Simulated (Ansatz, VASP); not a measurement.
# Ti3Zn in VASP and in Ansatz

```
Ti Zn
1.0
     3.87592   -0.06837   -0.06837
    -0.06837    3.87592   -0.06837
    -0.06837   -0.06837    3.87592
Ti Zn
3 1
Direct
  0.00000 0.50000 0.50000
  0.50000 0.00000 0.50000
  0.50000 0.50000 0.00000
  0.00000 0.00000 0.00000
```

Alike in both runs: task single point; functional LDA; k mesh 12 × 12 × 12; occupations gaussian, width 0.15 eV; no spin polarisation.

```csv
,VASP,Ansatz
version,VASP 6.6.1,Ansatz 0.2.0
potentials or method,"VASP PAW LDA potentials, release 64 (Ti_sv, Zn), cutoff 520 eV","scalar-relativistic, plane waves, PAW"
valence electrons in the cell,48,48
```

|  | VASP | Ansatz | Ansatz less VASP |
| --- | --- | --- | --- |
| gap on the k mesh at the Fermi level (eV) | none | none | - |
| pressure (GPa) | 4.2 | 4.0 | -0.18 |
| traceless stress, the component that is largest in VASP (GPa) | 2.50 | 2.49 | -0.003 |

LDA's correlation is that of Perdew and Zunger in VASP and of Perdew and Wang (1992) in Ansatz. A gap of «none» marks a metal or a gap that the smearing closes.
